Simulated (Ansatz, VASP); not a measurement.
**Ge3PdF4 in VASP and in Ansatz**

The input INCAR:

```
ALGO = Normal
EDIFF = 1E-6
ENCUT = 520
GGA = PE
ISIF = 2
ISMEAR = 0
ISPIN = 2
LASPH = True
LCHARG = False
LMAXMIX = 4
LORBIT = 11
LREAL = False
LWAVE = False
MAGMOM = 0 0 0 1 0 0 0 0
NBANDS = 54
NELM = 150
PREC = Accurate
SIGMA = 0.1
```

File KPOINTS:

```
k-points
0
Gamma
  4 4 4
```

Contents of POSCAR:

```
Ge3PdF4
1.0
    4.6024431100      0.0000000000      0.0000000000
    0.0000000000      4.6024431100      0.0000000000
    0.0000000000      0.0000000000      4.6024431100
Ge Pd F
3 1 4
Direct
    0.5000000000      0.0000000000      0.0000000000
    0.0000000000      0.5000000000      0.0000000000
    0.0000000000      0.0000000000      0.5000000000
    0.5000000000      0.5000000000      0.5000000000
    0.0000000000      0.5000000000      0.5000000000
    0.5000000000      0.0000000000      0.5000000000
    0.5000000000      0.5000000000      0.0000000000
    0.0000000000      0.0000000000      0.0000000000
```

Input for Ansatz:

```yaml
crystal:
  lattice:
    - [4.60244311, 0.0, 0.0]
    - [0.0, 4.60244311, 0.0]
    - [0.0, 0.0, 4.60244311]
  atoms:
    - { symbol: Ge, position: [0.5, 0.0, 0.0] }
    - { symbol: Ge, position: [0.0, 0.5, 0.0] }
    - { symbol: Ge, position: [0.0, 0.0, 0.5] }
    - { symbol: Pd, position: [0.5, 0.5, 0.5], spin: 1.0 }
    - { symbol: F, position: [0.0, 0.5, 0.5] }
    - { symbol: F, position: [0.5, 0.0, 0.5] }
    - { symbol: F, position: [0.5, 0.5, 0.0] }
    - { symbol: F, position: [0.0, 0.0, 0.0] }
basis:
  ecutwfc: 420
kpoints:
  mp_grid: { grid: [4, 4, 4] }
hamiltonian:
  xc: pbe
scf:
  occupations: { method: gaussian, width: 0.1 }
  lower_state_search: "off"
output:
  forces: true
  stress: true
  eigenvalues: true
  populations: true
magnetization:
  spin_polarized: true
```

Alike in both runs: task single point; functional PBE; k mesh 4 × 4 × 4; occupations gaussian, width 0.1 eV; collinear spin.

|  | VASP | Ansatz |
| --- | --- | --- |
| version | VASP 6.6.1 | Ansatz 0.2.0 |
| potentials or method | VASP PAW PBE potentials, release 64 (Ge_d, Pd, F), cutoff 520 eV | scalar-relativistic, plane waves, PAW |
| valence electrons in the cell | 80 | 88 |

```csv
,VASP,Ansatz,Ansatz less VASP
gap on the k mesh at the Fermi level (eV),none,none,-
net moment per atom (μB),0.00,0.06,+0.061
size of the moment on the site where the two differ most (μB),0.00,0.25,+0.244
```

Site moments also hang on the region over which each program counts them. A gap of «none» marks a metal or a gap that the smearing closes. VASP's potentials hold 80 valence electrons a cell and Ansatz's 88, so a difference there can come from the potentials and not from the codes.
